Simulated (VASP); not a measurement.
Wanted: the native input for a VASP 6.6.1 run.

| Property | Result |
| --- | --- |
| Task | single point |
| Functional | PBE |
| Dispersion | D3(BJ) |
| Potentials or basis | VASP PAW PBE potentials, release 64 (Ge_d) |
| Cutoff | 520 eV |
| k mesh | 9 × 9 × 1 |
| Occupations | gaussian, width 0.1 eV |
| Spin | no spin polarisation |
| Dipole correction | yes |
| Further INCAR settings | ALGO = Normal; EDIFF = 1e-07; NBANDS = 36 |

The structure of Ge lies in POSCAR:

```
Ge
1.0
    4.0226895311      0.0000000000      0.0000000000
   -2.0113447656      3.4837513255      0.0000000000
    0.0000000000      0.0000000000     18.8685220517
Ge
4
Direct
    0.3333333333      0.6666666667      0.2747571332
    0.6666666667      0.3333333333      0.2384924472
    0.6666666667      0.3333333333      0.5601139306
    0.3333333333      0.6666666667      0.5238492447
```

These files were run (other wordings do the same):

INCAR

```
PREC = Accurate ; ENCUT = 520
EDIFF = 1E-7 ; ISMEAR = 0
SIGMA = 0.1 ; LREAL = F
LASPH = T ; NELM = 80
ALGO = Normal ; ISIF = 2
LWAVE = F ; LCHARG = F
LDIPOL = T ; IDIPOL = 3
DIPOL = 0.5 0.5 0.399 ; GGA = PE
IVDW = 12 ; NBANDS = 36
```

KPOINTS

```
Automatic mesh
0
Gamma
  9 9 1
```

Potentials or basis: VASP PAW PBE potentials, release 64 (Ge_d).

Run with:

```bash
$ cat potpaw_PBE.64/Ge_d/POTCAR > POTCAR
$ mpirun -np 1 vasp_std > vasp.out
```

Results of the run:

The largest force is 0.082 eV/Å. The band gap on the k mesh is 0.13 eV, direct and the dispersion energy per atom is -0.180 eV.

Run time: 3.1 min on 1 thread of Intel(R) Xeon(R) Platinum 8259CL CPU @ 2.50GHz (Skylake/Cascade Lake), on a shared host, peak memory 0.38 GiB.
